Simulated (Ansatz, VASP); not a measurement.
# Co, level by level in two programs

```
CELL_PARAMETERS angstrom
2.47200 0.00000 0.00000
-1.23600 2.14081 0.00000
0.00000 0.00000 4.02114
ATOMIC_POSITIONS crystal
Co 0.66667 0.33333 0.75000
Co 0.33333 0.66667 0.25000
```

Single points on this cell with VASP 6.6.1 and Ansatz 0.2.0. Each row is one pair of runs. Alike in all rows: VASP's potentials, cutoff: VASP PAW PBE potentials, release 64 (Co), 520 eV; Ansatz's potentials, cutoff: Ansatz PAW, 420 eV.

```csv
level,spin,k mesh,smearing,"gap on the k mesh at the Fermi level (eV), VASP","gap on the k mesh at the Fermi level (eV), Ansatz","pressure (GPa), VASP","pressure (GPa), Ansatz","net moment per atom (μB), VASP","net moment per atom (μB), Ansatz"
PBE,"collinear, typed start",12 × 12 × 7,"gaussian, width 0.011 eV",none,none,4.0,4.7,1.61,1.61
PBE,"collinear, typed start",12 × 12 × 7,"gaussian, width 0.027 eV",none,none,3.9,4.7,1.60,1.61
PBE,"collinear, typed start",12 × 12 × 7,"gaussian, width 0.028 eV",none,none,3.9,4.7,1.60,1.61
PBE,"collinear, typed start",12 × 12 × 7,"fermi-dirac, width 0.05 eV",none,none,3.8,4.7,1.60,1.60
PBE,off,12 × 12 × 7,"fermi-dirac, width 0.05 eV",none,none,-7.6,-7.0,-,-
PBE,"non-collinear, typed start",9 × 9 × 5,"fermi-dirac, width 0.05 eV",none,none,2.8,3.6,1.53,1.54
PBE,"collinear, zero start",10 × 10 × 6,"fermi-dirac, width 0.05 eV",-,-,-7.3,-7.0,0.00,0.00
PBE,"collinear, typed start",10 × 10 × 6,"fermi-dirac, width 0.05 eV",-,-,-6.6,-6.0,0.50,0.50
```

Pressure (GPa): the two programs differ by at most 0.91; net moment per atom (μB): the two programs differ by at most 0.007.

VASP's potentials hold 18 valence electrons a cell and Ansatz's 34, so a difference there can come from the potentials and not from the codes.

A gap of «none» marks a metal or a gap that the smearing closes.

In some rows the two programs ended in different magnetic states.
